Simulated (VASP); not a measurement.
# NaF (I4/mmm) in VASP: further runs, part 2 of 2

VASP 6.6.1. The steps go on from the part before.

## 4. Single point, r2SCAN (in-plane strain -0.005)

POSCAR reads:

```
NaF
1.0
    2.2855861955      2.2855861955      0.0000000000
   -2.2855861955      2.2855861955      0.0000000000
    0.0000000000      2.2855861955      2.3039627679
Na F
1 1
Direct
    0.0000000000      0.0000000000      0.0000000000
    0.5000000000      0.5000000000      0.0000000000
```

INCAR.step1 reads:

```
SYSTEM = NaF
  PREC = Accurate
  ENCUT = 520
  ISMEAR = 0
  SIGMA = 0.01
  LREAL = .False.
  LASPH = .True.
  NELM = 80
  NBANDS = 14
  GGA = PE
  ALGO = Normal
  EDIFF = 1E-4
  LWAVE = .True.
  LCHARG = .False.
```

INCAR.step2 reads:

```
SYSTEM = NaF
  PREC = Accurate
  ENCUT = 520
  EDIFF = 1E-6
  ISMEAR = 0
  SIGMA = 0.01
  LREAL = .False.
  LASPH = .True.
  NELM = 80
  ALGO = Normal
  ISIF = 2
  LWAVE = .False.
  LCHARG = .False.
  METAGGA = R2SCAN
  LMIXTAU = .True.
  NBANDS = 14
  ISTART = 1
```

KPOINTS reads:

```
Automatic mesh
0
Gamma
  8 8 8
  0 0 0
```

Potentials or basis: VASP PAW PBE potentials, release 64 (Na_pv, F).

On the command line:

```bash
cat potpaw_PBE.64/Na_pv/POTCAR potpaw_PBE.64/F/POTCAR > POTCAR
cp INCAR.step1 INCAR
mpirun -np 1 vasp_std > vasp.out
cp INCAR.step2 INCAR
mpirun -np 1 vasp_std > vasp.out
```

OUTCAR:

```text
SYSTEM = NaF
   PREC = Accurate
   ENCUT = 520
   EDIFF = 1E-6
   ISMEAR = 0
   LREAL = .False.
   LASPH = .True.
   NELM = 80
   ISIF = 2
   METAGGA = R2SCAN
   ISTART = 1

 ion  position               nearest neighbor table
   1  0.000  0.000  0.000-   2 2.29   2 2.29   2 2.29   2 2.29   2 2.30   2 2.30
   2  0.500  0.500  0.000-   1 2.29   1 2.29   1 2.29   1 2.29   1 2.30   1 2.30

  LATTYP: Found a body centered tetragonal cell.
 ALAT       =     3.2323069956
 C/A-ratio  =     1.4255841237

  Lattice vectors:

 A1 = (   2.2855861955,   0.0000000000,  -2.3039627679)
 A2 = (  -2.2855861955,   0.0000000000,  -2.3039627679)
 A3 = (   0.0000000000,   2.2855861955,   2.3039627679)

Analysis of symmetry for initial positions (statically):
=====================================================================
 Subroutine PRICEL returns:
 Original cell was already a primitive cell.

 Routine SETGRP: Setting up the symmetry group for a
 body centered tetragonal supercell.

 Subroutine GETGRP returns: Found 16 space group operations
 (whereof 16 operations were pure point group operations)
 out of a pool of 16 trial point group operations.

The static configuration has the point symmetry D_4h.

[... 168 lines left out ...]
  band No.  band energies     occupation
      1     -22.9348      2.00000
      2     -21.9845      2.00000
      3     -21.9826      2.00000
      4     -21.9824      2.00000
      5      -2.5837      2.00000
      6      -2.5825      2.00000
      7      -2.5825      2.00000
      8       4.7802      0.00000
      9      17.4042      0.00000
     10      17.4600      0.00000
     11      17.4607      0.00000
     12      20.1717      0.00000
     13      22.6952      0.00000
     14      22.9359      0.00000
[... 377 lines left out ...]
      1     -23.1935      2.00000
      2     -22.0145      2.00000
      3     -21.9862      2.00000
      4     -21.6136      2.00000
      5      -3.6938      2.00000
      6      -2.8867      2.00000
      7      -2.7746      2.00000
      8       7.5734      0.00000
      9      12.8934      0.00000
     10      17.5517      0.00000
     11      19.3803      0.00000
     12      20.6898      0.00000
     13      21.7387      0.00000
     14      24.8786      0.00000

 [... further k-points ...]
[... 5 lines left out ...]
  --------------------------------------------------------------------------------------
  -------------------------------------------------------------------------------------
  Total       -0.0320200     -0.0320200     -0.1517233      0.0000000     -0.0000000      0.0000000
  in kB       -2.1312358     -2.1312358    -10.0986256      0.0000000     -0.0000000      0.0000000
  external PRESSURE =      -4.7870324 kB  Pullay stress =       0.0000000 kB

 VOLUME and BASIS-vectors are now :
 -----------------------------------------------------------------------------
  energy-cutoff  :      520.00
  volume of cell :       24.07
      direct lattice vectors                 reciprocal lattice vectors
     2.285586196  2.285586196  0.000000000     0.218762259  0.218762259 -0.217017396
    -2.285586196  2.285586196  0.000000000    -0.218762259  0.218762259 -0.217017396
     0.000000000  2.285586196  2.303962768     0.000000000  0.000000000  0.434034792

 POSITION                                       TOTAL-FORCE (eV/Angst)
 -----------------------------------------------------------------------------------
      0.00000      0.00000      0.00000        -0.000000     -0.000000      0.000000
      0.00000      2.28559      0.00000         0.000000      0.000000      0.000000
 -----------------------------------------------------------------------------------
    total drift:                                0.000000     -0.000000     -0.000000

  FREE ENERGIE OF THE ION-ELECTRON SYSTEM (eV)
  ---------------------------------------------------
  free  energy   TOTEN  =       -12.6032619839 eV

  energy  without entropy=      -12.6032619839  energy(sigma->0) =      -12.60326198
```

It took 62 s on 1 thread of AMD EPYC 7R43 (Zen 3), shared host; peak memory 0.11 GiB.

What came out:

| Item | Value |
| --- | --- |
| Free energy | -12.6033 eV |
| Pressure | -0.5 GPa |
| Band gap on the k mesh | 7.36 eV |

Stress tensor (GPa, compression positive):
```
-0.21  0.00  0.00
 0.00 -0.21  0.00
 0.00  0.00 -1.01
```

Caveat: the cell differs from its parent crystal (in-plane strain -0.005); the PAW data sets were made with another functional, which shifts forces and pressure a little.

## 5. Single point, r2SCAN (in-plane strain +0.005, then relaxed in part)

POSCAR reads:

```
NaF
1.0
    2.3085569110      2.3085569110      0.0000000000
   -2.3085569110      2.3085569110      0.0000000000
    0.0000000000      2.3085569110      2.2930128636
Na F
1 1
Direct
    0.0000000000      0.0000000000      0.0000000000
    0.5000000000      0.5000000000      0.0000000000
```

INCAR.step1 reads:

```
  PREC = Accurate
  ENCUT = 520
  ISMEAR = 0
  SIGMA = 0.01
  LREAL = F
  LASPH = T
  NELM = 80
  NBANDS = 14
  GGA = PE
  ALGO = Normal
  EDIFF = 1E-4
  LWAVE = T
  LCHARG = F
```

INCAR.step2 reads:

```
  PREC = Accurate
  ENCUT = 520
  EDIFF = 1E-6
  ISMEAR = 0
  SIGMA = 0.01
  LREAL = F
  LASPH = T
  NELM = 80
  ALGO = Normal
  ISIF = 2
  LWAVE = F
  LCHARG = F
  METAGGA = R2SCAN
  LMIXTAU = T
  NBANDS = 14
  ISTART = 1
```

KPOINTS reads:

```
regular mesh
0
Gamma
  8 8 8
```

On the command line:

```bash
cat potpaw_PBE.64/Na_pv/POTCAR potpaw_PBE.64/F/POTCAR > POTCAR
cp INCAR.step1 INCAR
mpirun -np 1 vasp_std > vasp.out
cp INCAR.step2 INCAR
mpirun -np 1 vasp_std > vasp.out
```

Wall time 55 s (1 thread of AMD EPYC 7R43 (Zen 3), shared host); peak memory 0.11 GiB.

It converged, with:

* Free energy: -12.6017 eV
* Pressure: -1.2 GPa
* Band gap on the k mesh: 7.27 eV

Stress tensor (GPa, compression positive):
```
-1.37  0.00  0.00
 0.00 -1.37  0.00
 0.00  0.00 -0.84
```

Levels at points of the mesh, in eV from the valence-band top:
| k point | band 4 | band 5 | band 6 | band 7 | band 8 | band 9 | band 10 | band 11 |
| --- | --- | --- | --- | --- | --- | --- | --- | --- |
| (0.00, 0.00, 0.00) | -19.45 | 0.00 | 0.00 | 0.00 | 7.27 | 19.90 | 19.90 | 19.95 |
| (0.50, 0.00, 0.00) | -18.92 | -1.59 | -0.28 | -0.27 | 11.74 | 13.57 | 21.55 | 21.68 |
| (0.50, 0.50, 0.00) | -19.50 | -1.29 | -0.41 | -0.40 | 14.00 | 14.19 | 15.02 | 21.34 |
| (0.00, 0.00, 0.50) | -19.50 | -1.28 | -0.42 | -0.42 | 13.94 | 14.28 | 15.04 | 21.30 |

Caveat: the cell differs from its parent crystal (in-plane strain +0.005, then relaxed in part); the PAW data sets were made with another functional, which shifts forces and pressure a little.

## 6. The runs side by side

```csv
cell,gap on the mesh (eV),pressure (GPa)
"a = 3.216, b = 3.216, c = 3.239 Å, angles 60.2, 60.2, 90.0°, 2 atoms",7.42,0.2
"a = 3.232, b = 3.232, c = 3.244 Å, angles 60.1, 60.1, 90.0°, 2 atoms",7.37,-0.4
"a = 3.232, b = 3.232, c = 3.245 Å, angles 60.1, 60.1, 90.0°, 2 atoms",7.36,-0.5
"a = 3.265, b = 3.265, c = 3.254 Å, angles 59.9, 59.9, 90.0°, 2 atoms",7.27,-1.2
```

Alike in all rows: task single point; level r2SCAN; potentials or basis VASP PAW PBE potentials, release 64 (Na_pv, F); no spin polarisation; k mesh 8 × 8 × 8; cutoff (eV) 520; smearing gaussian 0.01 eV.

Caveats: the PAW data sets were made with another functional, which shifts forces and pressure a little.

Absolute energies hang on the potentials; compare differences alone.
